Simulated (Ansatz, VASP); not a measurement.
**One calculation of GaGe, two programs**

```
CELL_PARAMETERS angstrom
0.00000 3.04274 2.89784
3.04274 0.00000 2.89784
3.04274 3.04274 0.00000
ATOMIC_POSITIONS crystal
Ga 0.75000 0.75000 0.75000
Ge 0.00000 0.00000 0.00000
```

Change from the starting cell: strain +0.050 along x and y, +0.000 along z, atoms carried along.

Alike in both runs: task single point; functional PBEsol; k mesh 14 × 14 × 14; occupations gaussian, width 0.15 eV; no spin polarisation.

|  | VASP | Ansatz |
| --- | --- | --- |
| version | VASP 6.6.1 | Ansatz 0.2.0 |
| potentials or method | VASP PAW PBE potentials, release 64 (Ga_d, Ge_d), cutoff 520 eV | scalar-relativistic, plane waves, PAW |
| valence electrons in the cell | 27 | 27 |

```tsv
	VASP	Ansatz	Ansatz less VASP
gap on the k mesh at the Fermi level (eV)	none	none	-
pressure (GPa)	-5.9	-5.9	+0.02
traceless stress, the component that is largest in VASP (GPa)	0.25	0.25	0.000
```

VASP's potentials were made for PBE, not for PBEsol. A gap of «none» marks a metal or a gap that the smearing closes.
